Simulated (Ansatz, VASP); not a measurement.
# TaN: VASP beside Ansatz

```
CELL_PARAMETERS angstrom
2.73231 0.00000 0.00000
0.00000 2.73231 0.00000
0.00000 0.00000 2.73231
ATOMIC_POSITIONS crystal
Ta 0.00000 0.00000 0.00000
N 0.50000 0.50000 0.50000
```

Alike in both runs: functional PBEsol; k mesh 10 × 10 × 10; occupations fermi-dirac, width 0.05 eV; non-collinear spin, spin-orbit coupling.

|  | VASP | Ansatz |
| --- | --- | --- |
| version | VASP 6.6.1 | Ansatz 0.2.0 |
| potentials or method | VASP PAW PBE potentials, release 64 (Ta_pv, N) | Ansatz PAW |
| plane-wave cutoff (eV) | 520 | 420 |
| valence electrons in the cell | 16 | 18 |
| task | single point | band structure |

|  | VASP | Ansatz | Ansatz less VASP |
| --- | --- | --- | --- |
| pressure (GPa) | -3.3 | -4.6 | -1.27 |
| net moment per atom (μB) | 0.00 | 0.00 | 0.000 |

VASP's potentials were made for PBE, not for PBEsol. VASP's potentials hold 16 valence electrons a cell and Ansatz's 18, so a difference there can come from the potentials and not from the codes.
